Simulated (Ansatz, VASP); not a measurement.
# Sc in VASP and in Ansatz

```xyz
2
Lattice="3.2269 0.0000 0.0000 -1.6135 2.7946 0.0000 0.0000 0.0000 5.0094" Properties=species:S:1:pos:R:3 pbc="T T T"
Sc    0.0000    1.8631    1.2524
Sc    1.6135    0.9315    3.7571
```

Alike in both runs: task single point; functional LDA; k mesh 11 × 11 × 6; occupations gaussian, width 1 eV; no spin polarisation.

|  | VASP | Ansatz |
| --- | --- | --- |
| version | VASP 6.6.1 | Ansatz 0.2.0 |
| potentials or method | VASP PAW LDA potentials, release 64 (Sc_sv), cutoff 500 eV | plane waves (420 eV) with PAW, scalar-relativistic |
| valence electrons in the cell | 22 | 22 |

```tsv
	VASP	Ansatz	Ansatz less VASP
pressure (GPa)	2.1	2.0	-0.09
traceless stress, the component that is largest in VASP (GPa)	1.37	1.37	-0.001
```

Ansatz warns that its potentials were made for another functional, while VASP's fit it. LDA's correlation is that of Perdew and Zunger in VASP and of Perdew and Wang (1992) in Ansatz.
